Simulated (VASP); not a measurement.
# Al (Fm-3m) in VASP: a series of runs, part 2 of 2

VASP 6.6.1. Earlier steps stand in the parts before.

## Step 4: Single point, PBE

INCAR reads:

```
SYSTEM = Al
ALGO     = Normal         ! electronic algorithm
EDIFF    = 1E-6           ! SCF threshold, eV
ENCUT    = 500            ! plane-wave cutoff, eV
GGA      = PE             ! functional
GGA_COMPAT= .False.      
ISIF     = 2              ! what is computed and relaxed
ISMEAR   = 1              ! smearing method
ISYM     = 0            
LASPH    = .True.         ! aspherical terms in the spheres
LCHARG   = .True.         ! write CHGCAR
LELF     = .True.         ! ELF
LREAL    = .False.        ! projectors in reciprocal space
LVHAR    = .True.       
LWAVE    = .False.        ! write WAVECAR
NBANDS   = 8              ! bands
NELM     = 120            ! most SCF steps
PREC     = Accurate       ! precision mode
SIGMA    = 0.06802846561497 ! smearing width, eV
```

KPOINTS reads:

```
Automatic mesh
0
Gamma
  4 4 4
  0 0 0.5
```

POSCAR reads:

```
Al
1.0
    0.0000000000      2.0194648466      2.0194648466
    2.0194648466      0.0000000000      2.0194648466
    2.0194648466      2.0194648466      0.0000000000
Al
1
Direct
    0.0000000000      0.0000000000      0.0000000000
```

Potentials or basis: VASP PAW PBE potentials, release 64 (Al).

On the command line:

```console
> cat potpaw_PBE.64/Al/POTCAR > POTCAR
> mpirun -np 1 vasp_std > vasp.out
```

OUTCAR:

```text
SYSTEM = Al
   EDIFF = 1E-6
   ENCUT = 500
   GGA = PE
   ISIF = 2
   ISMEAR = 1
   ISYM = 0
   LASPH = .True.
   LREAL = .False.
   NELM = 120
   PREC = Accurate

 ion  position               nearest neighbor table
   1  0.000  0.000  0.000-

IMPORTANT INFORMATION: All symmetrisations will be switched off!
NOSYMM: (Re-)initialisation of all symmetry stuff for point group C_1.

----------------------------------------------------------------------------------------

                                     Primitive cell

  volume of cell :      16.4717

  direct lattice vectors                    reciprocal lattice vectors
     0.000000000  2.019464847  2.019464847    -0.247590346  0.247590346  0.247590346
     2.019464847  0.000000000  2.019464847     0.247590346 -0.247590346  0.247590346
     2.019464847  2.019464847  0.000000000     0.247590346  0.247590346 -0.247590346

  length of vectors
     2.855954575  2.855954575  2.855954575     0.428839059  0.428839059  0.428839059

  position of ions in fractional coordinates (direct lattice)
     0.000000000  0.000000000  0.000000000

  ion indices of the primitive-cell ions
   primitive index   ion index
                 1           1

----------------------------------------------------------------------------------------

 KPOINTS: Automatic mesh

Automatic generation of k-mesh.
 Grid dimensions read from file:
 generate k-points for:    4    4    4

 Generating k-lattice:

  Cartesian coordinates                     Fractional coordinates (reciprocal lattice)
    -0.061897586  0.061897586  0.061897586     0.250000000  0.000000000  0.000000000
     0.061897586 -0.061897586  0.061897586     0.000000000  0.250000000  0.000000000
     0.061897586  0.061897586 -0.061897586     0.000000000  0.000000000  0.250000000

  Length of vectors
     0.107209765  0.107209765  0.107209765

  Shift w.r.t. Gamma in fractional coordinates (k-lattice)
     0.000000000  0.000000000  0.500000000

 Subroutine IBZKPT returns following result:
 ===========================================

 Found    128 irreducible k-points:

 Following reciprocal coordinates:
            Coordinates               Weight
  0.000000  0.000000  0.125000      2.000000
  0.125000  0.000000  0.000000      2.000000
  0.000000  0.125000  0.000000      2.000000
  0.125000  0.125000  0.125000      2.000000
  0.250000  0.000000  0.125000      2.000000
  0.125000  0.250000  0.000000      2.000000
[... 16 lines left out ...]
 -0.375000  0.500000  0.500000      2.000000
  0.125000  0.125000 -0.375000      2.000000
 [... further k-points ...]
   k-points           NKPTS =    128   k-points in BZ     NKDIM =    128   number of bands    NBANDS=      8
   number of dos      NEDOS =    301   number of ions     NIONS =      1
   total plane-waves  NPLWV =  13824
   dimension x,y,z NGX =    24 NGY =   24 NGZ =   24
   dimension x,y,z NGXF=    48 NGYF=   48 NGZF=   48
   ions per type =               1
   NGX,Y,Z   is equivalent  to a cutoff of  13.97, 13.97, 13.97 a.u.
   NGXF,Y,Z  is equivalent  to a cutoff of  27.94, 27.94, 27.94 a.u.
 SYSTEM =  Al
   PREC   = accura    normal or accurate (medium, high low for compatibility)
   ISTART =      0    job   : 0-new  1-cont  2-samecut
   ICHARG =      2    charge: 1-file 2-atom 10-const
   ISPIN  =      1    spin polarized calculation?
   LNONCOLLINEAR =      F non collinear calculations
   LSORBIT =      F    spin-orbit coupling
   LASPH  =      T    aspherical Exc in radial PAW
   ENCUT  =  500.0 eV  36.75 Ry    6.06 a.u.   5.21  5.21  5.21*2*pi/ulx,y,z
   NELM   =    120;   NELMIN=  2; NELMDL= -5     # of ELM steps
   EDIFF  = 0.1E-05   stopping-criterion for ELM
   LREAL  =      F    real-space projection
   EDIFFG = 0.1E-04   stopping-criterion for IOM
   NSW    =      0    number of steps for IOM
   IBRION =     -1    ionic relax: 0-MD 1-quasi-New 2-CG
   NFREE  =      0    steps in history (QN), initial steepest desc. (CG)
   ISIF   =      2    stress and relaxation
   ISYM   =      0    0-nonsym 1-usesym 2-fastsym
   POTIM  = 0.5000    time-step for ionic-motion
   TEBEG  =    0.0;   TEEND  =   0.0 temperature during run
   PSTRESS=    0.0 pullay stress
   NELECT =       3.0000    total number of electrons
   NUPDOWN=      -1.0000    fix difference up-down
   EMIN   =  10.00;   EMAX   =-10.00  energy-range for DOS
   EFERMI =   0.00;   METHOD = LEGACY
   ISMEAR =     1;   SIGMA  =   0.07  broadening in eV -4-tet -1-fermi 0-gaus
   EFERMI_NEDOS =   21; number of points for ismear=-14 and -15
   IALGO  =     38    algorithm
   IMIX   =      4    mixing-type and parameters
     AMIX     =   0.40;   BMIX     =  1.00
     AMIX_MAG =   1.60;   BMIX_MAG =  1.00
  volume/ion in A,a.u.               =      16.47       111.16
  Fermi-wavevector in a.u.,A,eV,Ry     =   0.927974  1.753616 11.716453  0.861135
  Thomas-Fermi vector in A             =   2.054101
   LORBIT       =      0    0 simple, 1 ext, 2 COOP (PROOUT), +10 PAW based schemes
   GGA     = PE    functional components
   LHFCALC =     F    Hartree Fock is set to
   AEXX    =    0.0000 exact exchange contribution
   IVDW    =     0    specifies the selected vdW correction
   LEPSILON=     F    determine dielectric tensor
   LRPA    =     F    only Hartree local field effects (RPA)
 non-spin polarized calculation
 Methfessel and Paxton  Order N= 1 SIGMA  =   0.07
  energy-cutoff  :      500.00
  volume of cell :       16.47
 maximum number of plane-waves:       424
 NGX is ok and might be reduce to    24
   NGX = 11   NGY = 11   NGZ = 11

 number of electron       3.0000000 magnetization

 Free energy of the ion-electron system (eV)
  ---------------------------------------------------
  ext. energy  EPLUGINS =         0.00000000
  ---------------------------------------------------
  free energy    TOTEN  =        -3.69058398 eV

  energy without entropy =       -3.68698597  energy(sigma->0) =       -3.68938464

 E-fermi :   8.1551     XC(G=0): -10.2013

 val. band max:        8.1550813259   @ k =   0.2500   0.3750   0.5000
 cond. band min:       8.3927173675   @ k =   0.5000   0.5000   0.1250
 fundamental gap:      0.2376360417
 Fermi energy:         8.1550815038

 k-point     1 :       0.0000    0.0000    0.1250
  band No.  band energies     occupation
      1      -2.7017      2.00000
      2      16.3440      0.00000
      3      19.7070      0.00000
      4      19.7070      0.00000
      5      22.7557      0.00000
      6      23.6968      0.00000
      7      23.6968      0.00000
      8      25.7006      0.00000

 k-point     2 :       0.1250    0.0000    0.0000
  band No.  band energies     occupation
      1      -2.7017      2.00000
      2      16.3440      0.00000
      3      19.7070      0.00000
      4      19.7070      0.00000
      5      22.7557      0.00000
      6      23.6968      0.00000
      7      23.6968      0.00000
      8      25.7006      0.00000

 k-point     3 :       0.0000    0.1250    0.0000
  band No.  band energies     occupation
      1      -2.7017      2.00000
      2      16.3440      0.00000
      3      19.7070      0.00000
      4      19.7070      0.00000
      5      22.7557      0.00000
      6      23.6968      0.00000
      7      23.6968      0.00000
      8      25.7006      0.00000
[... 210 lines left out ...]
 k-point    23 :      -0.3750    0.5000    0.5000
  band No.  band energies     occupation
      1       2.8408      2.00000
      2       5.0180      2.00000
      3      15.6224      0.00000
      4      16.9032      0.00000
      5      18.6784      0.00000
      6      22.7637      0.00000
      7      25.5607      0.00000
      8      26.7220      0.00000

 k-point    24 :       0.1250    0.1250   -0.3750
  band No.  band energies     occupation
      1       2.8408      2.00000
      2       5.0180      2.00000
      3      15.6224      0.00000
      4      16.9032      0.00000
      5      18.6784      0.00000
      6      22.7637      0.00000
      7      25.5607      0.00000
      8      26.7220      0.00000

 [... further k-points ...]

------------------------ aborting loop because EDIFF is reached ----------------------------------------

  FORCE on cell =-STRESS in cart. coord.  units (eV):
  Direction    XX          YY          ZZ          XY          YZ          ZX
  --------------------------------------------------------------------------------------
  -------------------------------------------------------------------------------------
  Total        0.0363523      0.0363525      0.0363525     -0.0000001      0.0000001     -0.0000001
  in kB        3.5359341      3.5359495      3.5359461     -0.0000052      0.0000086     -0.0000112
  external PRESSURE =       3.5359433 kB  Pullay stress =       0.0000000 kB

 VOLUME and BASIS-vectors are now :
 -----------------------------------------------------------------------------
  energy-cutoff  :      500.00
  volume of cell :       16.47
      direct lattice vectors                 reciprocal lattice vectors
     0.000000000  2.019464847  2.019464847    -0.247590346  0.247590346  0.247590346
     2.019464847  0.000000000  2.019464847     0.247590346 -0.247590346  0.247590346
     2.019464847  2.019464847  0.000000000     0.247590346  0.247590346 -0.247590346

 POSITION                                       TOTAL-FORCE (eV/Angst)
 -----------------------------------------------------------------------------------
      0.00000      0.00000      0.00000        -0.000000      0.000000      0.000000
 -----------------------------------------------------------------------------------
    total drift:                               -0.000000      0.000000      0.000000

  FREE ENERGIE OF THE ION-ELECTRON SYSTEM (eV)
  ---------------------------------------------------
  free  energy   TOTEN  =        -3.6905839751 eV

  energy  without entropy=       -3.6869859722  energy(sigma->0) =       -3.68938464
```

It took 4.6 s on 1 thread of Intel Xeon 6975P-C (Granite Rapids), shared host; peak memory 0.13 GiB.

Results:

| Property | Result |
| --- | --- |
| Free energy | -3.6906 eV |
| Pressure | 0.4 GPa |

Caveat: the k points lie up to 0.67 Å⁻¹ apart.

## Step 5: Single point, PBE

INCAR reads:

```
PREC = Accurate ; ENCUT = 500
EDIFF = 1E-6 ; ISMEAR = 0
SIGMA = 0.1 ; LREAL = F
LASPH = T ; NELM = 120
ALGO = Normal ; ISIF = 2
LWAVE = F ; LCHARG = F
GGA = PE ; NBANDS = 8
ISYM = 0 ; GGA_COMPAT = F
```

KPOINTS reads:

```
Automatic mesh
0
Gamma
  2 4 7
  0.5 0.5 0
```

POSCAR is that of step 4.

Potentials or basis: VASP PAW PBE potentials, release 64 (Al).

On the command line:

```console
> cat potpaw_PBE.64/Al/POTCAR > POTCAR
> mpirun -np 1 vasp_std > vasp.out
```

OUTCAR:

```text
PREC = Accurate
   ENCUT = 500
   EDIFF = 1E-6
   ISMEAR = 0
   LREAL = F
   LASPH = T
   NELM = 120
   ISIF = 2
   GGA = PE
   ISYM = 0

 ion  position               nearest neighbor table
   1  0.000  0.000  0.000-

IMPORTANT INFORMATION: All symmetrisations will be switched off!
NOSYMM: (Re-)initialisation of all symmetry stuff for point group C_1.

----------------------------------------------------------------------------------------

                                     Primitive cell

[... 423 lines left out ...]
      3       8.1207      1.98752
      4      13.5520      0.00000
      5      17.4047      0.00000
      6      23.7868      0.00000
      7      28.5451      0.00000
      8      30.0273      0.00000

 [... further k-points ...]
[... 5 lines left out ...]
  --------------------------------------------------------------------------------------
  -------------------------------------------------------------------------------------
  Total        0.0137028      0.2614021     -0.0804113     -0.0259375     -0.2438231     -0.3597000
  in kB        1.3328453     25.4261636     -7.8214789     -2.5229027    -23.7162815    -34.9874347
  external PRESSURE =       6.3125100 kB  Pullay stress =       0.0000000 kB

 VOLUME and BASIS-vectors are now :
 -----------------------------------------------------------------------------
  energy-cutoff  :      500.00
  volume of cell :       16.47
      direct lattice vectors                 reciprocal lattice vectors
     0.000000000  2.019464847  2.019464847    -0.247590346  0.247590346  0.247590346
     2.019464847  0.000000000  2.019464847     0.247590346 -0.247590346  0.247590346
     2.019464847  2.019464847  0.000000000     0.247590346  0.247590346 -0.247590346

 POSITION                                       TOTAL-FORCE (eV/Angst)
 -----------------------------------------------------------------------------------
      0.00000      0.00000      0.00000         0.000000     -0.000000      0.000000
 -----------------------------------------------------------------------------------
    total drift:                                0.000000     -0.000000      0.000000

  FREE ENERGIE OF THE ION-ELECTRON SYSTEM (eV)
  ---------------------------------------------------
  free  energy   TOTEN  =        -3.5482879787 eV

  energy  without entropy=       -3.5480855818  energy(sigma->0) =       -3.54818678
```

OSZICAR:

```text
N       E                     dE             d eps       ncg     rms          rms(c)
DAV:   1    -0.236435571938E+01   -0.23644E+01   -0.91948E+02   448   0.202E+02
DAV:   2    -0.356577673420E+01   -0.12014E+01   -0.11966E+01   624   0.180E+01
DAV:   3    -0.357085121101E+01   -0.50745E-02   -0.50741E-02   616   0.128E+00
DAV:   4    -0.357086035408E+01   -0.91431E-05   -0.91434E-05   664   0.483E-02
DAV:   5    -0.357086039227E+01   -0.38185E-07   -0.37637E-07   624   0.187E-03    0.136E+00
DAV:   6    -0.355794418251E+01    0.12916E-01   -0.15736E-03   560   0.193E-01    0.795E-01
DAV:   7    -0.354829291648E+01    0.96513E-02   -0.49102E-03   584   0.317E-01    0.148E-01
DAV:   8    -0.354829027619E+01    0.26403E-05   -0.16432E-05   632   0.279E-02    0.969E-03
DAV:   9    -0.354828829028E+01    0.19859E-05   -0.11638E-06   656   0.493E-03    0.907E-04
DAV:  10    -0.354828797867E+01    0.31161E-06   -0.12119E-08   336   0.564E-04
   1 F= -.35482880E+01 E0= -.35481868E+01  d E =-.202397E-03
```

It took 1.6 s on 1 thread of Intel Xeon 6975P-C (Granite Rapids), shared host; peak memory 0.12 GiB.

The run converged, but its numbers aren't listed here, since they failed a check.

Caveat: the k points lie up to 1.35 Å⁻¹ apart.

## Step 6: Single point, PBE

INCAR reads:

```
PREC = Accurate ; ENCUT = 500
EDIFF = 1E-6 ; ISMEAR = 0
SIGMA = 0.1 ; LREAL = F
LASPH = T ; NELM = 120
ALGO = Normal ; ISIF = 2
LWAVE = F ; LCHARG = T
GGA = PE ; LELF = T
LVHAR = T ; NBANDS = 8
GGA_COMPAT = F
```

KPOINTS reads:

```
Automatic mesh
0
Gamma
  9 9 9
```

POSCAR is that of step 5.

Potentials or basis: VASP PAW PBE potentials, release 64 (Al).

On the command line:

```console
> cat potpaw_PBE.64/Al/POTCAR > POTCAR
> mpirun -np 1 vasp_std > vasp.out
```

It took 2 s on 1 thread of Intel Xeon 6975P-C (Granite Rapids), shared host; peak memory 0.13 GiB.

The run converged. Its results:

```yaml
Free_energy: -3.7172 eV
Pressure: 0.4 GPa
```

Levels at points of the mesh, in eV from the Fermi level:
```tsv
k point	band 1	band 2	band 3	band 4	band 5
(0.00, 0.00, 0.00)	-11.12	12.66	12.66	12.66	14.16
```

## Step 7: The runs side by side

| k mesh | smearing | gap on the mesh (eV) | pressure (GPa) |
| --- | --- | --- | --- |
| 6 × 6 × 6 | gaussian 0.272114 eV | none | 0.5 |
| 4 × 4 × 4, shifted | methfessel-paxton 0.0680285 eV | none | 0.4 |
| 9 × 9 × 9 | gaussian 0.1 eV | none | 0.4 |

Alike in all rows: task single point; level PBE; potentials or basis VASP PAW PBE potentials, release 64 (Al); no spin polarisation; cell as given; cutoff (eV) 500.

Caveats: some runs use coarse meshes.

Absolute energies hang on the potentials; compare differences alone.
